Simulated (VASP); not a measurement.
Runs of VASP 6.6.1 on KF (Carobbiite). The structure is that of space group Fm-3m (No. 225), or close to it. The cells are those of the table. 

```csv
task,level,potentials or basis,cell,cutoff (eV),smearing,gap on the mesh (eV),pressure (GPa),relaxed volume (Å³/atom)
single point,r2SCAN,"VASP PAW PBE potentials, release 64 (K_sv, F)","a = 3.760 Å, angles 60.0°, 2 atoms",520,fermi-dirac 0.02 eV,6.91,0.0,-
relaxation of cell and atoms,r2SCAN,"VASP PAW PBE potentials, release 64 (K_sv, F)","relaxed from a = 3.832 Å, angles 60.0°, 2 atoms",600,fermi-dirac 0.02 eV,6.92,0.0,18.77
relaxation of cell and atoms,PBE,"VASP PAW PBE potentials, release 64 (K_sv, F)","relaxed from a = 3.779 Å, angles 60.0°, 2 atoms",600,fermi-dirac 0.02 eV,(a),0.0,19.92
dielectric tensor,PBE,"VASP PAW PBE potentials, release 64 (K_sv, F)","a = 3.760 Å, angles 60.0°, 2 atoms",520,gaussian 0.01 eV,6.24,-,-
relaxation of cell and atoms,PBEsol,"VASP PAW PBE potentials, release 64 (K_sv, F)","relaxed from a = 3.832 Å, angles 60.0°, 2 atoms",600,fermi-dirac 0.02 eV,6.14,0.0,18.68
dielectric tensor,r2SCAN,"VASP PAW PBE potentials, release 64 (K_sv, F)","a = 3.760 Å, angles 60.0°, 2 atoms",520,gaussian 0.01 eV,6.91,-,-
single point,PBE,"VASP PAW PBE potentials, release 64 (K_sv, F)","a = 3.760 Å, angles 60.0°, 2 atoms",520,fermi-dirac 0.02 eV,6.24,2.0,-
single point,r2SCAN,"VASP PAW PBE potentials, release 64 (K_sv, F)","a = 3.760 Å, angles 60.0°, 2 atoms",520,gaussian 0.01 eV,6.91,0.0,-
single point,PBE,"VASP PAW PBE potentials, release 64 (K_sv, F)","a = 3.832 Å, angles 60.0°, 2 atoms",520,fermi-dirac 0.02 eV,(b),0.0,-
relaxation of cell and atoms,LDA,"VASP PAW LDA potentials, release 64 (K_sv, F)","relaxed from a = 3.832 Å, angles 60.0°, 2 atoms",600,fermi-dirac 0.02 eV,6.34,0.0,17.23
single point,PBEsol,"VASP PAW PBE potentials, release 64 (K_sv, F)","a = 3.753 Å, angles 60.0°, 2 atoms",520,fermi-dirac 0.02 eV,6.13,0.0,-
```

Alike in all rows: no spin polarisation; k mesh 8 × 8 × 8.

Fill in the values left out.

(a) 5.94; (b) 5.95.

Caveats: the PAW data sets were made with another functional, which shifts forces and pressure a little (some runs); the volume moved by -13 % from the deposited cell, more than functionals usually miss (some runs).

A k mesh can miss the band edges.
